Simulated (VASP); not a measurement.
# MgS (ae) (I4/mmm) in VASP: single point with PBEsol

Aim: the single point of MgS (ae) with PBEsol.

Program: VASP 6.6.1. These are calculated values, not measurements. Logs are shortened: lines on timing, memory, paths and dates and some standing lists are left out, and cuts for length are marked.

## (1) The cell of the first run

The structure is tetragonal, space group I4/mmm (No. 139). Conventional cell: a = 3.701 Å, b = 3.701 Å, c = 5.155 Å, α = 90.00°, β = 90.00°, γ = 90.00°. Mg (site symmetry 4/mmm) has 6 S at 2.58 to 2.62 Å within 3.4 Å. S (site symmetry 4/mmm) has 6 Mg at 2.58 to 2.62 Å within 3.4 Å.

## (2) Single point, PBEsol

INCAR

```
SYSTEM = MgS
PREC = Accurate
ENCUT = 600
EDIFF = 1E-6
ISMEAR = 0
SIGMA = 0.01
LREAL = .FALSE.
LASPH = .TRUE.
NELM = 120
ALGO = Normal
ISIF = 2
LWAVE = .FALSE.
LCHARG = .TRUE.
GGA = PS
LELF = .TRUE.
LVHAR = .TRUE.
NBANDS = 11
GGA_COMPAT = .FALSE.
```

KPOINTS

```
regular mesh
0
G
  6 6 6
  0 0 0
```

POSCAR

```
MgS
1.0
    0.0000000000      2.6171221403      2.5776012186
    2.6171221403      0.0000000000      2.5776012186
    2.6171221403      2.6171221403      0.0000000000
Mg S
1 1
Direct
    0.0000000000      0.0000000000      0.0000000000
    0.5000000000      0.5000000000      0.5000000000
```

Potentials or basis: VASP PAW PBE potentials, release 64 (Mg, S).

The run is started by

```console
$ cat potpaw_PBE.64/Mg/POTCAR potpaw_PBE.64/S/POTCAR > POTCAR
$ mpirun -np 1 vasp_std > vasp.out
```

OUTCAR:

```text
SYSTEM = MgS
   PREC = Accurate
   ENCUT = 600
   EDIFF = 1E-6
   ISMEAR = 0
   LREAL = .FALSE.
   LASPH = .TRUE.
   NELM = 120
   ISIF = 2
   GGA = PS

 ion  position               nearest neighbor table
   1  0.000  0.000  0.000-   2 2.58   2 2.58   2 2.62   2 2.62   2 2.62   2 2.62
   2  0.500  0.500  0.500-   1 2.58   1 2.58   1 2.62   1 2.62   1 2.62   1 2.62

  LATTYP: Found a body centered tetragonal cell.
 ALAT       =     3.7011696252
 C/A-ratio  =     1.3928576529

  Lattice vectors:

 A1 = (   0.0000000000,  -2.6171221403,  -2.5776012186)
 A2 = (   0.0000000000,   2.6171221403,  -2.5776012186)
 A3 = (   2.6171221403,   0.0000000000,   2.5776012186)

Analysis of symmetry for initial positions (statically):
=====================================================================
 Subroutine PRICEL returns:
 Original cell was already a primitive cell.

 Routine SETGRP: Setting up the symmetry group for a
 body centered tetragonal supercell.

 Subroutine GETGRP returns: Found 16 space group operations
 (whereof 16 operations were pure point group operations)
 out of a pool of 16 trial point group operations.

The static configuration has the point symmetry D_4h.

Analysis of symmetry for dynamics (positions and initial velocities):
=====================================================================
 Subroutine PRICEL returns:
 Original cell was already a primitive cell.

 Routine SETGRP: Setting up the symmetry group for a
 body centered tetragonal supercell.

 Subroutine GETGRP returns: Found 16 space group operations
 (whereof 16 operations were pure point group operations)
 out of a pool of 16 trial point group operations.

The dynamic configuration has the point symmetry D_4h.

 Subroutine INISYM returns: Found 16 space group operations
 (whereof 16 operations are pure point group operations),
 and found     1 'primitive' translations

----------------------------------------------------------------------------------------

                                     Primitive cell

  volume of cell :      35.3097

  direct lattice vectors                    reciprocal lattice vectors
     0.000000000  2.617122140  2.577601219    -0.191049547  0.191049547  0.193978803
     2.617122140  0.000000000  2.577601219     0.191049547 -0.191049547  0.193978803
     2.617122140  2.617122140  0.000000000     0.191049547  0.191049547 -0.193978803

  length of vectors
     3.673330415  3.673330415  3.701169625     0.332607329  0.332607329  0.332607329

  position of ions in fractional coordinates (direct lattice)
     0.000000000  0.000000000  0.000000000
     0.500000000  0.500000000  0.500000000

  ion indices of the primitive-cell ions
   primitive index   ion index
                 1           1
                 2           2

----------------------------------------------------------------------------------------

 KPOINTS: regular mesh

Automatic generation of k-mesh.
 Grid dimensions read from file:
 generate k-points for:    6    6    6

 Generating k-lattice:

  Cartesian coordinates                     Fractional coordinates (reciprocal lattice)
    -0.031841591  0.031841591  0.032329801     0.166666667  0.000000000  0.000000000
     0.031841591 -0.031841591  0.032329801     0.000000000  0.166666667  0.000000000
     0.031841591  0.031841591 -0.032329801     0.000000000  0.000000000  0.166666667

  Length of vectors
     0.055434555  0.055434555  0.055434555

  Shift w.r.t. Gamma in fractional coordinates (k-lattice)
     0.000000000  0.000000000  0.000000000

 Subroutine IBZKPT returns following result:
 ===========================================

 Found     30 irreducible k-points:

 Following reciprocal coordinates:
            Coordinates               Weight
  0.000000  0.000000  0.000000      1.000000
  0.166667  0.000000  0.000000      8.000000
  0.333333 -0.000000  0.000000      8.000000
  0.500000 -0.000000  0.000000      4.000000
  0.166667  0.166667  0.000000      2.000000
  0.333333  0.166667  0.000000      8.000000
[... 16 lines left out ...]
  0.333333  0.000000  0.333333      4.000000
  0.500000  0.000000  0.333333     16.000000
 [... further k-points ...]
   k-points           NKPTS =     30   k-points in BZ     NKDIM =     30   number of bands    NBANDS=     11
   number of dos      NEDOS =    301   number of ions     NIONS =      2
   total plane-waves  NPLWV =  27000
   dimension x,y,z NGX =    30 NGY =   30 NGZ =   30
   dimension x,y,z NGXF=    60 NGYF=   60 NGZF=   60
   ions per type =               1   1
   NGX,Y,Z   is equivalent  to a cutoff of  13.58, 13.58, 13.48 a.u.
   NGXF,Y,Z  is equivalent  to a cutoff of  27.15, 27.15, 26.95 a.u.
 SYSTEM =  MgS
   PREC   = accura    normal or accurate (medium, high low for compatibility)
   ISTART =      0    job   : 0-new  1-cont  2-samecut
   ICHARG =      2    charge: 1-file 2-atom 10-const
   ISPIN  =      1    spin polarized calculation?
   LNONCOLLINEAR =      F non collinear calculations
   LSORBIT =      F    spin-orbit coupling
   LASPH  =      T    aspherical Exc in radial PAW
   ENCUT  =  600.0 eV  44.10 Ry    6.64 a.u.   7.34  7.34  7.39*2*pi/ulx,y,z
   NELM   =    120;   NELMIN=  2; NELMDL= -5     # of ELM steps
   EDIFF  = 0.1E-05   stopping-criterion for ELM
   LREAL  =      F    real-space projection
   EDIFFG = 0.1E-04   stopping-criterion for IOM
   NSW    =      0    number of steps for IOM
   IBRION =     -1    ionic relax: 0-MD 1-quasi-New 2-CG
   NFREE  =      0    steps in history (QN), initial steepest desc. (CG)
   ISIF   =      2    stress and relaxation
   ISYM   =      2    0-nonsym 1-usesym 2-fastsym
   POTIM  = 0.5000    time-step for ionic-motion
   TEBEG  =    0.0;   TEEND  =   0.0 temperature during run
   PSTRESS=    0.0 pullay stress
   NELECT =       8.0000    total number of electrons
   NUPDOWN=      -1.0000    fix difference up-down
   EMIN   =  10.00;   EMAX   =-10.00  energy-range for DOS
   EFERMI =   0.00;   METHOD = LEGACY
   ISMEAR =     0;   SIGMA  =   0.01  broadening in eV -4-tet -1-fermi 0-gaus
   EFERMI_NEDOS =   21; number of points for ismear=-14 and -15
   IALGO  =     38    algorithm
   IMIX   =      4    mixing-type and parameters
     AMIX     =   0.40;   BMIX     =  1.00
     AMIX_MAG =   1.60;   BMIX_MAG =  1.00
  volume/ion in A,a.u.               =      17.65       119.14
  Fermi-wavevector in a.u.,A,eV,Ry     =   0.998022  1.885989 13.552063  0.996049
  Thomas-Fermi vector in A             =   2.130218
   LORBIT       =      0    0 simple, 1 ext, 2 COOP (PROOUT), +10 PAW based schemes
   GGA     = PS    functional components
   LHFCALC =     F    Hartree Fock is set to
   AEXX    =    0.0000 exact exchange contribution
   IVDW    =     0    specifies the selected vdW correction
   LEPSILON=     F    determine dielectric tensor
   LRPA    =     F    only Hartree local field effects (RPA)
 non-spin polarized calculation
 Gauss-broadening in eV      SIGMA  =   0.01
  energy-cutoff  :      600.00
  volume of cell :       35.31
 maximum number of plane-waves:      1219
 NGX is ok and might be reduce to    30
   NGX = 15   NGY = 15   NGZ = 15

 number of electron       7.9999999 magnetization

 Free energy of the ion-electron system (eV)
  ---------------------------------------------------
  ext. energy  EPLUGINS =         0.00000000
  ---------------------------------------------------
  free energy    TOTEN  =        -9.06841275 eV

  energy without entropy =       -9.06841275  energy(sigma->0) =       -9.06841275

 E-fermi :   3.7357     XC(G=0):  -9.8251

 val. band max:        3.6770915538   @ k =   0.0000   0.0000   0.0000
 cond. band min:       6.3014312668   @ k =   0.5000   0.5000   0.0000
 fundamental gap:      2.6243397130
 Fermi energy:         3.7357166706

 k-point     1 :       0.0000    0.0000    0.0000
  band No.  band energies     occupation
      1      -9.0143      2.00000
      2       3.6086      2.00000
      3       3.6771      2.00000
      4       3.6771      2.00000
      5       7.2264      0.00000
      6      11.4574      0.00000
      7      11.4574      0.00000
      8      11.6142      0.00000
      9      13.8548      0.00000
     10      14.0651      0.00000
     11      15.9449      0.00000

 k-point     2 :       0.1667    0.0000    0.0000
  band No.  band energies     occupation
      1      -8.7486      2.00000
      2       1.9978      2.00000
      3       3.4744      2.00000
      4       3.4925      2.00000
      5       8.3328      0.00000
      6      11.1964      0.00000
      7      11.7010      0.00000
      8      11.8532      0.00000
      9      13.1823      0.00000
     10      13.2826      0.00000
     11      15.9428      0.00000

 k-point     3 :       0.3333   -0.0000    0.0000
  band No.  band energies     occupation
      1      -8.1061      2.00000
      2      -0.2301      2.00000
      3       3.1754      2.00000
      4       3.2000      2.00000
      5       8.2876      0.00000
      6      10.8214      0.00000
      7      10.9991      0.00000
      8      12.9085      0.00000
      9      15.0160      0.00000
     10      15.1063      0.00000
     11      15.1107      0.00000

 k-point     4 :       0.5000   -0.0000    0.0000
  band No.  band energies     occupation
      1      -7.6946      2.00000
      2      -1.2277      2.00000
      3       3.0364      2.00000
      4       3.0792      2.00000
      5       8.0472      0.00000
      6      10.3942      0.00000
      7      10.5639      0.00000
      8      13.6934      0.00000
      9      15.6113      0.00000
     10      17.9612      0.00000
     11      18.1083      0.00000

 k-point     5 :       0.1667    0.1667    0.0000
  band No.  band energies     occupation
      1      -8.6535      2.00000
      2       2.0560      2.00000
      3       3.1134      2.00000
      4       3.1134      2.00000
      5       8.8815      0.00000
      6      10.0679      0.00000
      7      11.5950      0.00000
      8      12.5941      0.00000
      9      12.5941      0.00000
     10      14.3365      0.00000
     11      17.5831      0.00000
[... 211 lines left out ...]
 k-point    21 :      -0.1667    0.3333    0.1667
  band No.  band energies     occupation
      1      -7.6767      2.00000
      2      -0.0360      2.00000
      3       1.4060      2.00000
      4       2.4154      2.00000
      5       8.8682      0.00000
      6      10.1565      0.00000
      7      10.7929      0.00000
      8      13.3925      0.00000
      9      15.1696      0.00000
     10      18.2190      0.00000
     11      18.8721      0.00000

 k-point    22 :      -0.3333    0.5000    0.1667
  band No.  band energies     occupation
      1      -7.2623      2.00000
      2      -0.1425      2.00000
      3       1.0085      2.00000
      4       1.4167      2.00000
      5       7.9204      0.00000
      6       9.6911      0.00000
      7      12.7229      0.00000
      8      13.3546      0.00000
      9      17.2507      0.00000
     10      18.6106      0.00000
     11      19.0757      0.00000

 k-point    23 :       0.3333    0.0000    0.3333
  band No.  band energies     occupation
      1      -7.8460      2.00000
      2       0.2146      2.00000
      3       2.2451      2.00000
      4       2.3676      2.00000
      5       7.4600      0.00000
      6       8.4745      0.00000
      7      13.2184      0.00000
      8      14.8961      0.00000
      9      15.1328      0.00000
     10      15.6279      0.00000
     11      20.3579      0.00000

 k-point    24 :       0.5000    0.0000    0.3333
  band No.  band energies     occupation
      1      -7.4434      2.00000
      2      -0.3044      2.00000
      3       1.2991      2.00000
      4       2.2046      2.00000
      5       7.2865      0.00000
      6       9.1974      0.00000
      7      13.5146      0.00000
      8      13.8975      0.00000
      9      16.3566      0.00000
     10      18.3595      0.00000
     11      19.6055      0.00000

 [... further k-points ...]
[... 5 lines left out ...]
  --------------------------------------------------------------------------------------
  -------------------------------------------------------------------------------------
  Total       -0.3937813     -0.3937813     -0.0425963      0.0000000     -0.0000000      0.0000000
  in kB      -17.8678349    -17.8678349     -1.9328084      0.0000000     -0.0000000      0.0000000
  external PRESSURE =     -12.5561594 kB  Pullay stress =       0.0000000 kB

 VOLUME and BASIS-vectors are now :
 -----------------------------------------------------------------------------
  energy-cutoff  :      600.00
  volume of cell :       35.31
      direct lattice vectors                 reciprocal lattice vectors
     0.000000000  2.617122140  2.577601219    -0.191049547  0.191049547  0.193978803
     2.617122140  0.000000000  2.577601219     0.191049547 -0.191049547  0.193978803
     2.617122140  2.617122140  0.000000000     0.191049547  0.191049547 -0.193978803

 POSITION                                       TOTAL-FORCE (eV/Angst)
 -----------------------------------------------------------------------------------
      0.00000      0.00000      0.00000        -0.000000      0.000000     -0.000000
      2.61712      2.61712      2.57760         0.000000     -0.000000      0.000000
 -----------------------------------------------------------------------------------
    total drift:                               -0.000000     -0.000000      0.000000

  FREE ENERGIE OF THE ION-ELECTRON SYSTEM (eV)
  ---------------------------------------------------
  free  energy   TOTEN  =        -9.0684127524 eV

  energy  without entropy=       -9.0684127524  energy(sigma->0) =       -9.06841275
```

Run time: 17 s. Hardware: 1 thread of Intel Xeon Platinum 8488C (Sapphire Rapids), shared host; peak memory 0.17 GiB.

Results:

| Quantity | Value |
| --- | --- |
| Free energy | -9.0684 eV |
| Pressure | -1.3 GPa |
| Band gap on the k mesh | 2.62 eV, indirect (least direct gap 3.55 eV) |

Stress tensor (GPa, compression positive):
```
-1.79  0.00  0.00
 0.00 -1.79  0.00
 0.00  0.00 -0.19
```

Levels at points of the mesh, in eV from the valence-band top:
```csv
k point,band 1,band 2,band 3,band 4,band 5,band 6,band 7,band 8,band 9
"(0.00, 0.00, 0.00)",-12.69,-0.07,0.00,0.00,3.55,7.78,7.78,7.94,10.18
"(0.50, 0.00, 0.00)",-11.37,-4.90,-0.64,-0.60,4.37,6.72,6.89,10.02,11.93
"(0.50, 0.50, 0.00)",-10.96,-4.26,-1.77,-1.77,2.62,4.19,11.93,12.82,13.15
"(0.50, 0.00, 0.50)",-11.01,-4.28,-1.77,-1.64,2.70,4.25,11.77,12.77,13.04
```

Caveat: the PAW data sets were made with another functional, which shifts forces and pressure a little. A k mesh can miss the band edges.
